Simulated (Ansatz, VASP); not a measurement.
# One calculation of F, two programs

```
CELL_PARAMETERS angstrom
9.00000 0.00000 0.00000
0.00000 9.50000 0.00000
0.00000 0.00000 10.00000
ATOMIC_POSITIONS crystal
F 0.50000 0.50000 0.43011
F 0.50000 0.50000 0.56989
```

Alike in both runs: functional PBEsol; k mesh 1 × 1 × 1; occupations fermi-dirac, width 0.02 eV; no spin polarisation.

Ansatz relaxed the structure, and its values are those at the end. VASP's run is a single point on that final structure, the one shown.

```csv
,VASP,Ansatz
version,VASP 6.6.1,Ansatz 0.2.0
potentials or method,"VASP PAW PBE potentials, release 64 (F), cutoff 520 eV","plane waves, PAW"
valence electrons in the cell,14,14
```

VASP gave:

| Quantity | Value |
| --- | --- |
| rms of the force components (eV/Å) | 0.261 |

**Question.** Which values does Ansatz return?

**Answer.** rms of the force components (eV/Å): 0.009.

VASP's potentials were made for PBE, not for PBEsol. One of these differences is far larger than is usual between the two programs; its cause wasn't traced. With one functional, cell and mesh, what is left measures potentials, basis and numerics. Ansatz's warnings: stress scf threshold loose.
